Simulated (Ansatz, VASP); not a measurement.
**One calculation of SbS, two programs**

INCAR

```
ALGO = Normal
EDIFF = 1E-7
ENCUT = 520
GGA = PS
ISIF = 2
ISMEAR = 0
LASPH = True
LCHARG = True
LELF = True
LREAL = False
LVHAR = True
LWAVE = False
NBANDS = 12
NELM = 80
PREC = Accurate
SIGMA = 0.1
```

File KPOINTS:

```
k-points
0
Gamma
  20 20 20
```

Contents of POSCAR:

```
SbS
1.0
   -1.7833757386      2.2917202551      2.8668759157
    1.7833757386     -2.2917202551      2.8668759157
    1.7833757386      2.2917202551     -2.8668759157
Sb S
1 1
Direct
    0.5000000000      0.0000000000      0.5000000000
    0.0000000000      0.5000000000      0.5000000000
```

Input for Ansatz:

```yaml
crystal:
  lattice:
    - [-1.7833757386, 2.2917202551, 2.8668759157]
    - [1.7833757386, -2.2917202551, 2.8668759157]
    - [1.7833757386, 2.2917202551, -2.8668759157]
  atoms:
    - { symbol: Sb, position: [0.5, 0.0, 0.5] }
    - { symbol: S, position: [0.0, 0.5, 0.5] }
basis:
  ecutwfc: 420
kpoints:
  mp_grid: { grid: [20, 20, 20] }
  band_path:
    path:
      - [[0.0, 0.0, 0.0], [0.5, 0.5, -0.5], [0.34674041, 0.65325959, -0.34674041]]
      - [[-0.34674041, 0.34674041, 0.34674041], [0.0, 0.0, 0.0], [0.40975168, -0.40975168, 0.40975168]]
      - [[0.59024832, 0.40975168, -0.40975168], [0.5, 0.5, -0.5]]
      - [[0.0, 0.0, 0.0], [0.0, 0.5, 0.0], [0.25, 0.25, 0.25], [0.5, 0.0, 0.0], [0.0, 0.0, 0.0], [0.0, 0.0, 0.5], [0.25, 0.25, 0.25]]
    npoints: 14
hamiltonian:
  xc: pbesol
scf:
  occupations: { method: gaussian, width: 0.1 }
  n_extra_bands: 6
output:
  forces: true
  stress: true
  eigenvalues: true
  populations: true
  dos: { projected: true, de: 0.02, nscf_kmesh: { grid: [24, 24, 24] } }
  bader: true
  write_density: true
  write_potential: true
  elf: true
  volumetric_format: npy
```

Alike in both runs: task single point; functional PBEsol; k mesh 20 × 20 × 20; occupations gaussian, width 0.1 eV; no spin polarisation.

|  | VASP | Ansatz |
| --- | --- | --- |
| version | VASP 6.6.1 | Ansatz 0.2.0 |
| potentials or method | VASP PAW PBE potentials, release 64 (Sb, S), cutoff 520 eV | scalar-relativistic, plane waves, PAW |
| valence electrons in the cell | 11 | 21 |

VASP gave:

| Property | Result |
| --- | --- |
| gap on the k mesh at the Fermi level (eV) | none |
| pressure (GPa) | -3.4 |
| traceless stress, the component that is largest in VASP (GPa) | -0.22 |

**Question.** What did Ansatz give for the same quantities?

**Answer.** gap on the k mesh at the Fermi level (eV): none; pressure (GPa): -3.3; traceless stress, the component that is largest in VASP (GPa): -0.23.

VASP's potentials were made for PBE, not for PBEsol. A gap of «none» marks a metal or a gap that the smearing closes. VASP's potentials hold 11 valence electrons a cell and Ansatz's 21, so a difference there can come from the potentials and not from the codes.

Neither program's run includes spin-orbit coupling.
